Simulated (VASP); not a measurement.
**GeB26P27 (a cell with a defect): single point with PBE**

GeB26P27 (a cell with a defect):

```
CELL_PARAMETERS angstrom
0.00000 6.80700 6.80700
6.80700 0.00000 6.80700
6.80700 6.80700 0.00000
ATOMIC_POSITIONS crystal
Ge 0.00000 0.00000 0.00000
B 0.99937 0.99937 0.33797
B 0.99937 0.99937 0.66328
B 0.99937 0.33797 0.99937
B 0.99927 0.33358 0.33358
B 0.99937 0.33797 0.66328
B 0.99937 0.66328 0.99937
B 0.99937 0.66328 0.33797
B 0.99975 0.66675 0.66675
B 0.33797 0.99937 0.99937
B 0.33358 0.99927 0.33358
B 0.33797 0.99937 0.66328
B 0.33358 0.33358 0.99927
B 0.33358 0.33358 0.33358
B 0.33367 0.33367 0.66633
B 0.33797 0.66328 0.99937
B 0.33367 0.66633 0.33367
B 0.33367 0.66633 0.66633
B 0.66328 0.99937 0.99937
B 0.66328 0.99937 0.33797
B 0.66675 0.99975 0.66675
B 0.66328 0.33797 0.99937
B 0.66633 0.33367 0.33367
B 0.66633 0.33367 0.66633
B 0.66675 0.66675 0.99975
B 0.66633 0.66633 0.33367
B 0.66675 0.66675 0.66675
P 0.09320 0.09320 0.09320
P 0.08321 0.08321 0.41679
P 0.09320 0.09320 0.72041
P 0.08321 0.41679 0.08321
P 0.08321 0.41679 0.41679
P 0.08429 0.41687 0.74942
P 0.09320 0.72041 0.09320
P 0.08429 0.74942 0.41687
P 0.08429 0.74942 0.74942
P 0.41679 0.08321 0.08321
P 0.41679 0.08321 0.41679
P 0.41687 0.08429 0.74942
P 0.41679 0.41679 0.08321
P 0.41678 0.41678 0.41678
P 0.41678 0.41678 0.74965
P 0.41687 0.74942 0.08429
P 0.41678 0.74965 0.41678
P 0.41687 0.74942 0.74942
P 0.72041 0.09320 0.09320
P 0.74942 0.08429 0.41687
P 0.74942 0.08429 0.74942
P 0.74942 0.41687 0.08429
P 0.74965 0.41678 0.41678
P 0.74942 0.41687 0.74942
P 0.74942 0.74942 0.08429
P 0.74942 0.74942 0.41687
P 0.75000 0.75000 0.75000
```

```json
{"Program": "VASP 6.6.1", "Task": "single point", "Functional": "PBE", "Potentials or basis": "VASP PAW PBE potentials, release 64 (Ge_d, B, P)", "Cutoff": "520 eV", "k mesh": "3 × 3 × 3", "Occupations": "fermi-dirac, width 0.01 eV", "Spin": "no spin polarisation"}
```

```json
{
  "Largest force": "0.025 eV/Å"
}
```

Forces in eV/Å, atoms in the order of the input:
```
Ge   0.000  0.000  0.000
B   -0.001 -0.001  0.005
B    0.001  0.001  0.005
B   -0.001  0.005 -0.001
B   -0.005  0.005  0.005
B   -0.005  0.001 -0.001
B    0.001  0.005  0.001
B   -0.005 -0.001  0.001
B    0.002 -0.002 -0.002
B    0.005 -0.001 -0.001
B    0.005 -0.005  0.005
B    0.001 -0.005 -0.001
B    0.005  0.005 -0.005
B   -0.005 -0.005 -0.005
B    0.000  0.000  0.003
B    0.001 -0.001 -0.005
B    0.000  0.003  0.000
B   -0.003  0.000  0.000
B    0.005  0.001  0.001
B   -0.001 -0.005  0.001
B   -0.002  0.002 -0.002
B   -0.001  0.001 -0.005
B    0.003  0.000  0.000
B    0.000 -0.003  0.000
B   -0.002 -0.002  0.002
B    0.000  0.000 -0.003
B    0.002  0.002  0.002
P   -0.015 -0.015 -0.015
P    0.000  0.000 -0.008
P    0.015  0.015 -0.015
P    0.000 -0.008  0.000
P    0.008  0.000  0.000
P    0.003 -0.003 -0.010
P    0.015 -0.015  0.015
P    0.003 -0.010 -0.003
P    0.010 -0.003 -0.003
P   -0.008  0.000  0.000
P    0.000  0.008  0.000
P   -0.003  0.003 -0.010
P    0.000  0.000  0.008
P   -0.008 -0.008 -0.008
P    0.008  0.008 -0.008
P   -0.003 -0.010  0.003
P    0.008 -0.008  0.008
P    0.010  0.003  0.003
P   -0.015  0.015  0.015
P   -0.010  0.003 -0.003
P   -0.003  0.010 -0.003
P   -0.010 -0.003  0.003
P   -0.008  0.008  0.008
P    0.003  0.010  0.003
P   -0.003 -0.003  0.010
P    0.003  0.003  0.010
P    0.000  0.000  0.000
```

Levels at points of the mesh, in eV from the Fermi level:
```csv
k point,band 111,band 112,band 113,band 114,band 115,band 116
"(0.00, 0.00, 0.00)",-0.23,-0.23,-0.23,0.94,1.07,1.07
```

Run time: 23 min on 1 thread of Intel(R) Xeon(R) Platinum 8375C CPU @ 2.90GHz (Ice Lake) (shared host), peak memory 0.86 GiB.

Caveat: the cell carries a net charge on a neutralising background, which shifts energy and pressure; the cell is charged against a uniform background, so pressure and absolute levels hang on convention.
